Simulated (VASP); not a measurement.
A run of VASP 6.6.1 is set up as follows.

Contents of INCAR:

```
  PREC = Accurate
  ENCUT = 600
  EDIFF = 1E-6
  ISMEAR = 1
  SIGMA = 0.02
  LREAL = False
  LASPH = True
  NELM = 100
  ALGO = Normal
  ISIF = 3
  LWAVE = False
  LCHARG = False
  GGA = PS
  IBRION = 2
  NSW = 80
  EDIFFG = -0.03
```

File KPOINTS:

```
Automatic mesh
0
Gamma
  8 8 8
```

POSCAR

```
Mo
1.0
   -1.5734150000      1.5734150000      1.5734150000
    1.5734150000     -1.5734150000      1.5734150000
    1.5734150000      1.5734150000     -1.5734150000
Mo
1
Direct
    0.0000000000      0.0000000000      0.0000000000
```

Potentials or basis: VASP PAW PBE potentials, release 64 (Mo_sv).

Run with:

```console
$ cat potpaw_PBE.64/Mo_sv/POTCAR > POTCAR
$ mpirun -np 1 vasp_std > vasp.out
```

Problem. What does it give for the relaxed cell?

Solution. a = 2.715 Å, b = 2.715 Å, c = 2.715 Å, α = 109.47°, β = 109.47°, γ = 109.47°.

Problem. What does it give for the band gap on the k mesh?

Solution. Zero (band 7 reaches 16.79 eV, above the bottom of band 8 at 11.30 eV).

Problem. What does it give for the relaxed volume?

Solution. 15.40 Å³/atom.

Problem. Estimate the space group after relaxing (to 0.05 Å).

Solution. Im-3m (No. 229).

Final structure:
```cif
data_structure
_symmetry_space_group_name_H-M 'P 1'
_symmetry_Int_Tables_number 1
_cell_length_a 2.7149
_cell_length_b 2.7149
_cell_length_c 2.7149
_cell_angle_alpha 109.471
_cell_angle_beta 109.471
_cell_angle_gamma 109.471
_cell_volume 15.40
loop_
_atom_site_label
_atom_site_type_symbol
_atom_site_fract_x
_atom_site_fract_y
_atom_site_fract_z
_atom_site_occupancy
Mo1 Mo 0.00000 0.00000 0.00000 1
```

Caveat: the PAW data sets were made with another functional, which shifts forces and pressure a little.
